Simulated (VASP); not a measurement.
Write the native input for VASP 6.6.1 that does the following.

```
Task                   : single point
Functional             : PBEsol
Potentials or basis    : VASP PAW PBE potentials, release 64 (Cu, O)
Cutoff                 : 520 eV
k mesh                 : 10 × 10 × 6
Occupations            : fermi-dirac, width 0.05 eV
Spin                   : no spin polarisation
Dipole correction      : no
Further INCAR settings : ALGO = Normal; EDIFF = 1e-06; NBANDS = 32
```

The structure of CuO2 lies in POSCAR:

```
CuO2
1.0
    1.4566214319     -4.8416837200      0.0000000000
    1.4566214319      4.8416837200      0.0000000000
    0.0000000000      0.0000000000      3.7522803641
Cu O
2 4
Direct
    0.1561404774      0.8438595226      0.7500000000
    0.8438595226      0.1561404774      0.2500000000
    0.7944920591      0.2055079409      0.7500000000
    0.2055079409      0.7944920591      0.2500000000
    0.5262480092      0.4737519908      0.7500000000
    0.4737519908      0.5262480092      0.2500000000
```

The input as run:

INCAR

```
PREC = Accurate ; ENCUT = 520
EDIFF = 1E-6 ; ISMEAR = -1
SIGMA = 0.05 ; LREAL = F
LASPH = T ; NELM = 80
ALGO = Normal ; ISIF = 2
LWAVE = F ; LCHARG = F
GGA = PS ; NBANDS = 32
```

KPOINTS

```
regular mesh
0
Gamma
  10 10 6
```

Potentials or basis: VASP PAW PBE potentials, release 64 (Cu, O).

Launch:

```bash
$ cat potpaw_PBE.64/Cu/POTCAR potpaw_PBE.64/O/POTCAR > POTCAR
$ mpirun -np 1 vasp_std > vasp.out
```

It gave:

```yaml
Pressure: 5.8 GPa
Largest_force: 0.101 eV/Å
Band_gap_on_the_k_mesh: zero (band 23 reaches 5.47 eV, above the bottom of band 24 at 4.59 eV)
```

Caveat: the PAW data sets were made with another functional, which shifts forces and pressure a little; semilocal functionals often make such compounds metallic where correlation or magnetic order opens a gap, which also shifts bond lengths.

Wall time 3.1 min on 1 thread of Intel(R) Xeon(R) 6975P-C (Granite Rapids), on a shared host, peak memory 0.31 GiB.
